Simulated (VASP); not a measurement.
Here is a VASP 6.6.1 calculation.

File INCAR:

```
SYSTEM = HF
PREC = Accurate
ENCUT = 520
EDIFF = 1E-7
ISMEAR = -1
SIGMA = 0.02
LREAL = .False.
LASPH = .True.
NELM = 100
ALGO = Normal
ISIF = 2
LWAVE = .False.
LCHARG = .False.
GGA = PS
NBANDS = 36
```

Contents of KPOINTS:

```
Automatic mesh
0
Gamma
  1 1 1
  0 0 0
```

File POSCAR:

```
HF
1.0
    5.4647890000      0.0000000000      0.0000000000
    0.0000000000      5.4647890000      0.0000000000
    0.0000000000      0.0000000000      5.4647890000
F H
6 6
Direct
   -0.0105951026      0.0816865939      1.0796574214
    0.4968901819      0.7397723865      0.6082577022
    0.7753089827      0.2268340095      0.7508981591
    0.8462540823      0.9512352627      0.4435669886
    0.2032283406      0.4680693070      0.4282873502
    0.6068486816      0.4122574540      0.1404811787
   -0.1220724167      0.1511311782      0.9301731503
    0.6463561539      0.7943399096      0.5424912105
    0.8371777941      0.1408654570      0.5964365687
    0.9058355227      1.0076509816      0.2503847816
    0.3217873554      0.5786133737      0.5014283260
    0.4406208547      0.4157525570      0.2035394230
```

Potentials or basis: VASP PAW PBE potentials, release 64 (F, H).

Launch:

```bash
$ cat potpaw_PBE.64/F/POTCAR potpaw_PBE.64/H/POTCAR > POTCAR
$ mpirun -np 1 vasp_gam > vasp.out
```

(1) Estimate the band gap on the k mesh.

(2) Predict the pressure.

Results:

(1) 7.21 eV.

(2) 1.4 GPa.

Caveat: the k points lie up to 1.15 Å⁻¹ apart; the PAW data sets were made with another functional, which shifts forces and pressure a little.
